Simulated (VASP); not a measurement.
# InAs: relaxation of cell and atoms with RPBE

Crystal: InAs.

```
In As
1.0
     0.00000    3.01800    3.01800
     3.01800    0.00000    3.01800
     3.01800    3.01800    0.00000
In As
1 1
Cartesian
  0.0000 0.0000 0.0000
  4.5270 4.5270 4.5270
```

```
Program                : VASP 6.6.1
Task                   : relaxation of cell and atoms
Functional             : RPBE
Potentials or basis    : VASP PAW PBE potentials, release 64 (In_d, As)
Cutoff                 : 600 eV
k mesh                 : 8 × 8 × 8
Occupations            : fermi-dirac, width 0.05 eV
Spin                   : no spin polarisation
Dipole correction      : no
Further INCAR settings : ALGO = Normal; EDIFF = 1e-06; IBRION = 2; EDIFFG = -0.005; NSW = 80; ISIF = 3
```

```yaml
Relaxed_volume: 30.63 Å³/atom
Relaxed_cell: a = 4.425 Å, b = 4.425 Å, c = 4.425 Å, α = 60.00°, β = 60.00°, γ = 60.00°
Space_group_after_relaxing_to_0.05_Å: F-43m (No. 216)
Energy_gained_by_relaxing: 54.0 meV/atom
Ionic_steps: 5
Pressure_after_relaxing: 0.0 GPa
Band_gap_on_the_k_mesh: zero (filled and empty bands touch)
```

Step by step:
| step | energy change (eV) | largest force (eV/Å) | pressure (GPa) | volume (Å³) |
| --- | --- | --- | --- | --- |
| 1 | 0.0000 | 0.0000 | 6.13 | 54.98 |
| 2 | -0.0948 | 0.0000 | -1.59 | 63.78 |
| 3 | -0.1080 | 0.0000 | 0.04 | 61.22 |
| 4 | -0.1080 | 0.0000 | -0.06 | 61.35 |
| 5 | -0.1080 | 0.0000 | 0.01 | 61.26 |

Final structure:
```
CELL_PARAMETERS angstrom
0.00000 3.12876 3.12876
3.12876 0.00000 3.12876
3.12876 3.12876 0.00000
ATOMIC_POSITIONS crystal
In 0.00000 0.00000 0.00000
As 0.75000 0.75000 0.75000
```

Levels at points of the mesh, in eV from the Fermi level:
| k point | band 5 | band 6 | band 7 | band 8 | band 9 | band 10 | band 11 | band 12 | band 13 |
| --- | --- | --- | --- | --- | --- | --- | --- | --- | --- |
| (0.00, 0.00, 0.00) | -14.22 | -11.26 | -0.65 | -0.06 | -0.06 | -0.06 | 3.84 | 3.84 | 3.84 |
| (0.50, 0.00, 0.00) | -14.21 | -10.09 | -5.29 | -0.90 | -0.90 | 0.78 | 4.60 | 4.60 | 6.80 |
| (0.50, 0.50, 0.00) | -14.20 | -9.66 | -5.44 | -2.04 | -2.04 | 1.77 | 2.05 | 8.58 | 8.58 |

Wall time 86 s on 1 thread of Intel(R) Xeon(R) 6975P-C (Granite Rapids), with other jobs on the host, peak memory 0.22 GiB.

Caveat: the PAW data sets were made with another functional, which shifts forces and pressure a little; spin-orbit coupling is left out, which moves the levels of the heavy elements; the volume moved by +11 % from the deposited cell, more than functionals usually miss. RPBE and its kin give volumes clearly too large for solids.
